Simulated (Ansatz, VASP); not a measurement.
## One calculation of TiAl, two programs

```
CELL_PARAMETERS angstrom
3.17906 0.00000 0.00000
0.00000 3.17906 0.00000
0.00000 0.00000 2.92474
ATOMIC_POSITIONS crystal
Ti 0.00000 0.00000 0.00000
Al 0.50000 0.50000 0.50000
```

Change from the starting cell: strain +0.000 along x and y, -0.080 along z, atoms carried along.

Alike in both runs: task single point; functional PBEsol; k mesh 16 × 16 × 16; occupations gaussian, width 0.15 eV; no spin polarisation.

|  | VASP | Ansatz |
| --- | --- | --- |
| version | VASP 6.6.1 | Ansatz 0.2.0 |
| potentials or method | VASP PAW PBE potentials, release 64 (Ti_sv, Al), cutoff 520 eV | scalar-relativistic, plane waves, PAW |
| valence electrons in the cell | 15 | 15 |

```tsv
	VASP	Ansatz	Ansatz less VASP
gap on the k mesh at the Fermi level (eV)	none	none	-
pressure (GPa)	8.5	8.6	+0.12
traceless stress, the component that is largest in VASP (GPa)	-0.63	-0.63	+0.007
```

VASP's potentials were made for PBE, not for PBEsol. A gap of «none» marks a metal or a gap that the smearing closes.
